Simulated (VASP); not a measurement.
# TaSi2 (C2) in VASP: single point with PBE

Aim: the single point of TaSi2 with PBE.

Everything below comes from runs of VASP 6.6.1. Logs are shortened: lines on timing, memory, paths and dates and some standing lists are left out, and cuts for length are marked.

### Step 1. The cell of the first run

Symmetry: C2, No. 5, monoclinic system. Conventional cell: a = 8.324 Å, b = 4.806 Å, c = 6.600 Å, α = 90.00°, β = 90.00°, γ = 90.00°. Within 2.5 Å of Ta (site symmetry 2) lie 4 Si at 1.87 to 2.30 Å. Within 3.5 Å of Ta (site symmetry 1) lie 10 Si at 2.62 to 2.84 Å and 3 Ta at 3.03 to 3.26 Å. Si (site symmetry 1) has 3 Ta at 1.87 to 2.62 Å and 3 Si at 2.57 to 2.65 Å within 2.7 Å. Within 3.4 Å of Si (site symmetry 1) lie 9 Si at 2.57 to 3.34 Å and 6 Ta at 2.62 to 3.37 Å. Si (site symmetry 1) has 5 Ta at 2.30 to 2.84 Å and 5 Si at 2.57 to 2.84 Å within 3.0 Å.

### Step 2. Single point, PBE (atom 1 (Ta) moved by -1.080 Å along [1 0 0] and +0.000 Å along [0 0 1])

Contents of INCAR:

```
PREC = Accurate
ENCUT = 520
EDIFF = 1E-6
ISMEAR = 0
SIGMA = 0.15
LREAL = F
LASPH = T
NELM = 60
ALGO = Normal
ISIF = 2
LWAVE = F
LCHARG = F
GGA = PE
NBANDS = 38
```

Contents of KPOINTS:

```
regular mesh
0
Gamma
  9 9 6
```

Contents of POSCAR:

```
TaSi2
1.0
    4.8060235202      0.0000000000      0.0000000000
   -2.4030117601      4.1621384597      0.0000000000
    0.0000000000      0.0000000000      6.5995345254
Ta Si
3 6
Direct
    0.2752819986      0.0000000000      0.0000000000
    0.5000000000      0.5000000000      0.6666666667
    0.0000000000      0.5000000000      0.3333333333
    0.1589152396      0.3178304793      0.0000000000
    0.8410847604      0.1589152396      0.6666666667
    0.6821695207      0.8410847604      0.3333333333
    0.8410847604      0.6821695207      0.0000000000
    0.1589152396      0.8410847604      0.6666666667
    0.3178304793      0.1589152396      0.3333333333
```

Potentials or basis: VASP PAW PBE potentials, release 64 (Ta_pv, Si).

Command:

```
$ cat potpaw_PBE.64/Ta_pv/POTCAR potpaw_PBE.64/Si/POTCAR > POTCAR
$ mpirun -np 1 vasp_std > vasp.out
```

OUTCAR:

```text
PREC = Accurate
   ENCUT = 520
   EDIFF = 1E-6
   ISMEAR = 0
   LREAL = F
   LASPH = T
   NELM = 60
   ISIF = 2
   GGA = PE

 ion  position               nearest neighbor table
   1  0.275  0.000  0.000-   7 1.87   4 1.87   9 2.30   8 2.30   2 3.03   3 3.03   4 3.04   7 3.04
                             6 3.28   5 3.28   5 3.37   6 3.37
   2  0.500  0.500  0.667-   4 2.62   7 2.62   6 2.62   9 2.62   8 2.74   5 2.74   8 2.74   5 2.74
                             8 2.84   5 2.84   1 3.03   3 3.26   3 3.26
   3  0.000  0.500  0.333-   4 2.62   7 2.62   5 2.62   8 2.62   9 2.74   6 2.74   9 2.74   6 2.74
                             6 2.84   9 2.84   1 3.03   2 3.26   2 3.26
   4  0.159  0.318  0.000-   1 1.87   5 2.57   9 2.57   3 2.62   2 2.62   7 2.65   7 2.84   7 2.84
                             1 3.04
   5  0.841  0.159  0.667-   4 2.57   6 2.57   3 2.62   8 2.65   2 2.74   2 2.74   2 2.84   8 2.84
                             8 2.84   1 3.28   1 3.37
   6  0.682  0.841  0.333-   7 2.57   5 2.57   2 2.62   9 2.65   3 2.74   3 2.74   3 2.84   9 2.84
                             9 2.84   1 3.28   1 3.37
   7  0.841  0.682  0.000-   1 1.87   8 2.57   6 2.57   3 2.62   2 2.62   4 2.65   4 2.84   4 2.84
                             1 3.04
   8  0.159  0.841  0.667-   1 2.30   7 2.57   9 2.57   3 2.62   5 2.65   2 2.74   2 2.74   2 2.84
                             5 2.84   5 2.84
   9  0.318  0.159  0.333-   1 2.30   4 2.57   8 2.57   2 2.62   6 2.65   3 2.74   3 2.74   3 2.84
                             6 2.84   6 2.84

  LATTYP: Found a hexagonal cell.
 ALAT       =     4.8060235202
 C/A-ratio  =     1.3731798227

  Lattice vectors:

 A1 = (   4.8060235202,   0.0000000000,   0.0000000000)
 A2 = (  -2.4030117601,   4.1621384597,   0.0000000000)
 A3 = (   0.0000000000,   0.0000000000,   6.5995345254)

Analysis of symmetry for initial positions (statically):
=====================================================================
 Subroutine PRICEL returns:
 Original cell was already a primitive cell.

 Routine SETGRP: Setting up the symmetry group for a
 hexagonal supercell.

 Subroutine GETGRP returns: Found  2 space group operations
 (whereof  2 operations were pure point group operations)
 out of a pool of 24 trial point group operations.

The static configuration has the point symmetry C_2 .

Analysis of symmetry for dynamics (positions and initial velocities):
=====================================================================
 Subroutine PRICEL returns:
 Original cell was already a primitive cell.

 Routine SETGRP: Setting up the symmetry group for a
 hexagonal supercell.

 Subroutine GETGRP returns: Found  2 space group operations
 (whereof  2 operations were pure point group operations)
 out of a pool of 24 trial point group operations.

The dynamic configuration has the point symmetry C_2 .

 Subroutine INISYM returns: Found  2 space group operations
 (whereof  2 operations are pure point group operations),
 and found     1 'primitive' translations

----------------------------------------------------------------------------------------

                                     Primitive cell

  volume of cell :     132.0127

  direct lattice vectors                    reciprocal lattice vectors
     4.806023520  0.000000000  0.000000000     0.208072223  0.120130554  0.000000000
    -2.403011760  4.162138460  0.000000000     0.000000000  0.240261108  0.000000000
     0.000000000  0.000000000  6.599534525     0.000000000  0.000000000  0.151525838

  length of vectors
     4.806023520  4.806023520  6.599534525     0.240261108  0.240261108  0.151525838

  position of ions in fractional coordinates (direct lattice)
     0.275281999  0.000000000  0.000000000
     0.500000000  0.500000000  0.666666667
     1.000000000  0.500000000  0.333333333
     0.158915240  0.317830479  0.000000000
     0.841084760  0.158915240  0.666666667
     0.682169521  0.841084760  0.333333333
     0.841084760  0.682169521  0.000000000
     0.158915240  0.841084760  0.666666667
     0.317830479  0.158915240  0.333333333

  ion indices of the primitive-cell ions
   primitive index   ion index
                 1           1
                 2           2
                 3           3
                 4           4
                 5           5
                 6           6
                 7           7
                 8           8
                 9           9

----------------------------------------------------------------------------------------

 KPOINTS: regular mesh

Automatic generation of k-mesh.
 Grid dimensions read from file:
 generate k-points for:    9    9    6

 Generating k-lattice:

  Cartesian coordinates                     Fractional coordinates (reciprocal lattice)
     0.023119136  0.013347839  0.000000000     0.111111111  0.000000000  0.000000000
     0.000000000  0.026695679  0.000000000     0.000000000  0.111111111  0.000000000
     0.000000000  0.000000000  0.025254306     0.000000000  0.000000000  0.166666667

  Length of vectors
     0.026695679  0.026695679  0.025254306

  Shift w.r.t. Gamma in fractional coordinates (k-lattice)
     0.000000000  0.000000000  0.000000000

 Subroutine IBZKPT returns following result:
 ===========================================

 Found    140 irreducible k-points:

 Following reciprocal coordinates:
            Coordinates               Weight
  0.000000  0.000000  0.000000      1.000000
  0.111111  0.000000  0.000000      4.000000
  0.000000  0.111111  0.000000      2.000000
  0.222222 -0.000000  0.000000      4.000000
  0.000000  0.222222  0.000000      2.000000
  0.333333 -0.000000  0.000000      4.000000
[... 16 lines left out ...]
 -0.222222 -0.444444  0.000000      4.000000
  0.444444  0.333333  0.000000      4.000000
 [... further k-points ...]
   k-points           NKPTS =    140   k-points in BZ     NKDIM =    140   number of bands    NBANDS=     38
   number of dos      NEDOS =    301   number of ions     NIONS =      9
   total plane-waves  NPLWV =  64800
   dimension x,y,z NGX =    36 NGY =   36 NGZ =   50
   dimension x,y,z NGXF=    72 NGYF=   72 NGZF=  100
   ions per type =               3   6
   NGX,Y,Z   is equivalent  to a cutoff of  12.45, 12.45, 12.60 a.u.
   NGXF,Y,Z  is equivalent  to a cutoff of  24.91, 24.91, 25.19 a.u.
 SYSTEM =  unknown system
   PREC   = accura    normal or accurate (medium, high low for compatibility)
   ISTART =      0    job   : 0-new  1-cont  2-samecut
   ICHARG =      2    charge: 1-file 2-atom 10-const
   ISPIN  =      1    spin polarized calculation?
   LNONCOLLINEAR =      F non collinear calculations
   LSORBIT =      F    spin-orbit coupling
   LASPH  =      T    aspherical Exc in radial PAW
   ENCUT  =  520.0 eV  38.22 Ry    6.18 a.u.   8.94  8.94 12.27*2*pi/ulx,y,z
   NELM   =     60;   NELMIN=  2; NELMDL= -5     # of ELM steps
   EDIFF  = 0.1E-05   stopping-criterion for ELM
   LREAL  =      F    real-space projection
   EDIFFG = 0.1E-04   stopping-criterion for IOM
   NSW    =      0    number of steps for IOM
   IBRION =     -1    ionic relax: 0-MD 1-quasi-New 2-CG
   NFREE  =      0    steps in history (QN), initial steepest desc. (CG)
   ISIF   =      2    stress and relaxation
   ISYM   =      2    0-nonsym 1-usesym 2-fastsym
   POTIM  = 0.5000    time-step for ionic-motion
   TEBEG  =    0.0;   TEEND  =   0.0 temperature during run
   PSTRESS=    0.0 pullay stress
   NELECT =      57.0000    total number of electrons
   NUPDOWN=      -1.0000    fix difference up-down
   EMIN   =  10.00;   EMAX   =-10.00  energy-range for DOS
   EFERMI =   0.00;   METHOD = LEGACY
   ISMEAR =     0;   SIGMA  =   0.15  broadening in eV -4-tet -1-fermi 0-gaus
   EFERMI_NEDOS =   21; number of points for ismear=-14 and -15
   IALGO  =     38    algorithm
   IMIX   =      4    mixing-type and parameters
     AMIX     =   0.40;   BMIX     =  1.00
     AMIX_MAG =   1.60;   BMIX_MAG =  1.00
  volume/ion in A,a.u.               =      14.67        98.99
  Fermi-wavevector in a.u.,A,eV,Ry     =   1.237356  2.338263 20.831186  1.531049
  Thomas-Fermi vector in A             =   2.371926
   LORBIT       =      0    0 simple, 1 ext, 2 COOP (PROOUT), +10 PAW based schemes
   GGA     = PE    functional components
   LHFCALC =     F    Hartree Fock is set to
   AEXX    =    0.0000 exact exchange contribution
   IVDW    =     0    specifies the selected vdW correction
   LEPSILON=     F    determine dielectric tensor
   LRPA    =     F    only Hartree local field effects (RPA)
 non-spin polarized calculation
 Gauss-broadening in eV      SIGMA  =   0.15
  energy-cutoff  :      520.00
  volume of cell :      132.01
 maximum number of plane-waves:      3577
   NGX = 17   NGY = 17   NGZ = 25

 number of electron      57.0000006 magnetization

 Free energy of the ion-electron system (eV)
  ---------------------------------------------------
  ext. energy  EPLUGINS =         0.00000000
  ---------------------------------------------------
  free energy    TOTEN  =       -58.02882070 eV

  energy without entropy =      -57.97602387  energy(sigma->0) =      -58.00242228

 E-fermi :   9.0415     XC(G=0): -11.8960

 val. band max:        9.0402882193   @ k =  -0.1111  -0.4444   0.5000
 cond. band min:       9.0484963499   @ k =   0.4444   0.1111   0.0000
 fundamental gap:      0.0082081307
 Fermi energy:         9.0415031960

 k-point     1 :       0.0000    0.0000    0.0000
  band No.  band energies     occupation
      1     -25.3995      2.00000
      2     -25.3835      2.00000
      3     -25.3255      2.00000
      4     -25.2724      2.00000
      5     -25.2646      2.00000
      6     -25.2215      2.00000
[... 30 lines left out ...]
     37      13.1707      0.00000
     38      13.2845      0.00000

 k-point     2 :       0.1111    0.0000    0.0000
  band No.  band energies     occupation
      1     -25.4037      2.00000
      2     -25.3854      2.00000
      3     -25.3224      2.00000
      4     -25.2729      2.00000
      5     -25.2628      2.00000
      6     -25.2223      2.00000
[... 30 lines left out ...]
     37      12.8633      0.00000
     38      13.3344      0.00000
[... 859 lines left out ...]
     37      12.5229      0.00000
     38      12.8972      0.00000

 k-point    24 :       0.4444    0.3333    0.0000
  band No.  band energies     occupation
      1     -25.4278      2.00000
      2     -25.3996      2.00000
      3     -25.3011      2.00000
      4     -25.2813      2.00000
      5     -25.2444      2.00000
      6     -25.2386      2.00000
[... 30 lines left out ...]
     37      12.6049      0.00000
     38      12.8880      0.00000

 [... further k-points ...]
[... 5 lines left out ...]
  --------------------------------------------------------------------------------------
  -------------------------------------------------------------------------------------
  Total       37.3190455     36.6846255     18.5191457      0.0000000      4.4702806      0.0000000
  in kB      452.9240571    445.2243939    224.7583374      0.0000000     54.2537350      0.0000000
  external PRESSURE =     374.3022628 kB  Pullay stress =       0.0000000 kB

 VOLUME and BASIS-vectors are now :
 -----------------------------------------------------------------------------
  energy-cutoff  :      520.00
  volume of cell :      132.01
      direct lattice vectors                 reciprocal lattice vectors
     4.806023520  0.000000000  0.000000000     0.208072223  0.120130554  0.000000000
    -2.403011760  4.162138460  0.000000000     0.000000000  0.240261108  0.000000000
     0.000000000  0.000000000  6.599534525     0.000000000  0.000000000  0.151525838

 POSITION                                       TOTAL-FORCE (eV/Angst)
 -----------------------------------------------------------------------------------
      1.32301      0.00000      0.00000        32.176205     -0.000000      0.000000
      1.20151      2.08107      4.39969        -1.194690     -0.167005     -0.764032
     -1.20151      2.08107      2.19984        -1.194690      0.167005      0.764032
     -0.00000      1.32285      0.00000       -14.039330     13.736327      0.344202
      3.66040      0.66143      4.39969        -1.028523     -0.083902      0.153152
      1.25739      3.50071      2.19984        -1.028523      0.083902     -0.153152
      2.40301      2.83928      0.00000       -14.039330    -13.736327     -0.344202
     -1.25739      3.50071      4.39969         0.174441     -1.257751     -3.368351
      1.14563      0.66143      2.19984         0.174441      1.257751      3.368351
 -----------------------------------------------------------------------------------
    total drift:                                0.000266      0.000003      0.000000

  FREE ENERGIE OF THE ION-ELECTRON SYSTEM (eV)
  ---------------------------------------------------
  free  energy   TOTEN  =       -58.0288207004 eV

  energy  without entropy=      -57.9760238656  energy(sigma->0) =      -58.00242228
```

Wall time 8.3 min (1 thread of AMD EPYC 9R45 (Zen 5), shared host); peak memory 0.59 GiB.

Results:

```
Free energy            : -58.0288 eV
Pressure               : 37.4 GPa
Largest force          : 32.176 eV/Å
Band gap on the k mesh : zero (an odd number of electrons rules out a gap without spin polarisation)
```

Forces on the atoms (eV/Å):
```
Ta   32.176   0.000   0.000
Ta   -1.195  -0.167  -0.764
Ta   -1.195   0.167   0.764
Si  -14.039  13.736   0.344
Si   -1.029  -0.084   0.153
Si   -1.029   0.084  -0.153
Si  -14.039 -13.736  -0.344
Si    0.174  -1.258  -3.368
Si    0.174   1.258   3.368
```

Stress tensor (GPa, compression positive):
```
45.29  0.00  0.00
 0.00 44.52  5.43
 0.00  5.43 22.48
```

Caveat: the cell differs from its parent crystal (atom 1 (Ta) moved by -1.080 Å along [1 0 0] and +0.000 Å along [0 0 1]); the stress differs along the axes, from 22 to 45 GPa; spin-orbit coupling is left out, which moves the levels of the heavy elements; forces of over 1 eV/Å act on the atoms, so gaps and moduli don't describe the material at rest.
